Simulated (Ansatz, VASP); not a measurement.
Two plane-wave programs on TiSe2

INCAR

```
SYSTEM = TiSe2
PREC = Accurate
ENCUT = 500
EDIFF = 1E-7
ISMEAR = 0
SIGMA = 0.1
LREAL = .False.
LASPH = .True.
NELM = 120
ALGO = Normal
ISIF = 3
LWAVE = .False.
LCHARG = .False.
IBRION = 2
NSW = 100
EDIFFG = -0.005
GGA_COMPAT = .False.
NELMIN = 4
```

Contents of KPOINTS:

```
Automatic mesh
0
Gamma
  15 15 8
  0 0 0
```

File POSCAR:

```
TiSe2
1.0
    3.5360000000      0.0000000000      0.0000000000
   -1.7680000000      3.0622658278      0.0000000000
    0.0000000000      0.0000000000      6.0040000000
Ti Se
1 2
Direct
    0.0000000000      0.0000000000      0.0000000000
    0.3333333333      0.6666666667      0.2552000000
    0.6666666667      0.3333333333      0.7448000000
```

Input for Ansatz:

```yaml
crystal:
  lattice:
    - [3.536, 0.0, 0.0]
    - [-1.768, 3.0622658278, 0.0]
    - [0.0, 0.0, 6.004]
  atoms:
    - { symbol: Ti, position: [0.0, 0.0, 0.0] }
    - { symbol: Se, position: [0.3333333333, 0.6666666667, 0.2552] }
    - { symbol: Se, position: [0.6666666667, 0.3333333333, 0.7448] }
basis:
  ecutwfc: 420
kpoints:
  mp_grid: { grid: [15, 15, 8] }
hamiltonian:
  xc: lda
scf:
  occupations: { method: gaussian, width: 0.1 }
output:
  forces: true
  stress: true
  eigenvalues: true
  write_density: true
  write_potential: true
  elf: true
  volumetric_format: npy
relax:
  adjacent_minimum: "off"
  f_tol: 0.005
  max_steps: 80
  cell: { stress_tol: 0.05 }
```

Alike in both runs: task relaxation of cell and atoms; functional LDA; k mesh 15 × 15 × 8; occupations gaussian, width 0.1 eV; no spin polarisation.

|  | VASP | Ansatz |
| --- | --- | --- |
| version | VASP 6.6.1 | Ansatz 0.2.0 |
| potentials or method | VASP PAW LDA potentials, release 64 (Ti_sv, Se), cutoff 500 eV | scalar-relativistic, plane waves, PAW |
| valence electrons in the cell | 24 | 44 |

|  | VASP | Ansatz | Ansatz less VASP |
| --- | --- | --- | --- |
| gap on the k mesh at the Fermi level, each at its own relaxed structure (eV) | none | none | - |
| relaxed volume (Å³/atom) | 19.85 | 19.83 | -0.020 |
| relaxed length of the cell vector where the two differ most in proportion (Å) | 3.440 | 3.438 | -0.0023 |

LDA's correlation is that of Perdew and Zunger in VASP and of Perdew and Wang (1992) in Ansatz. A gap of «none» marks a metal or a gap that the smearing closes. VASP's potentials hold 24 valence electrons a cell and Ansatz's 44, so a difference there can come from the potentials and not from the codes.
